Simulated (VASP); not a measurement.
A run of VASP 6.6.1 is set up as follows.

File INCAR:

```
PREC     = Accurate       # precision mode
ENCUT    = 520            # plane-wave cutoff, eV
EDIFF    = 1E-6           # SCF threshold, eV
ISMEAR   = -1             # smearing method
SIGMA    = 0.08           # smearing width, eV
LREAL    = F              # projectors in reciprocal space
LASPH    = T              # aspherical terms in the spheres
NELM     = 100            # most SCF steps
ALGO     = Normal         # electronic algorithm
ISIF     = 2              # what is computed and relaxed
LWAVE    = F              # write WAVECAR
LCHARG   = F              # write CHGCAR
GGA      = CA             # functional
NBANDS   = 18             # bands
```

File KPOINTS:

```
regular mesh
0
Gamma
  12 12 7
```

Contents of POSCAR:

```
Y
1.0
    3.5784692524      0.0000000000      0.0000000000
   -1.7892346261      3.0990452792      0.0000000000
    0.0000000000      0.0000000000      5.7474000000
Y
2
Direct
    0.3333333333      0.6666666667      0.2500000000
    0.6666666667      0.3333333333      0.7500000000
```

Potentials or basis: VASP PAW LDA potentials, release 64 (Y_sv).

Run with:

```sh
$ cat potpaw_LDA.64/Y_sv/POTCAR > POTCAR
$ mpirun -np 1 vasp_std > vasp.out
```

Task: Predict the band gap on the k mesh.

Result: Zero (bands 11 and 12 overlap by 1.28 eV).

Task: Estimate the pressure.

Result: -2.6 GPa.

Stress tensor (GPa, compression positive):
```
-2.13  0.00  0.00
 0.00 -2.13  0.00
 0.00  0.00 -3.68
```

Caveat: the cell differs from its parent crystal (equal xx and yy strain of -2 %).
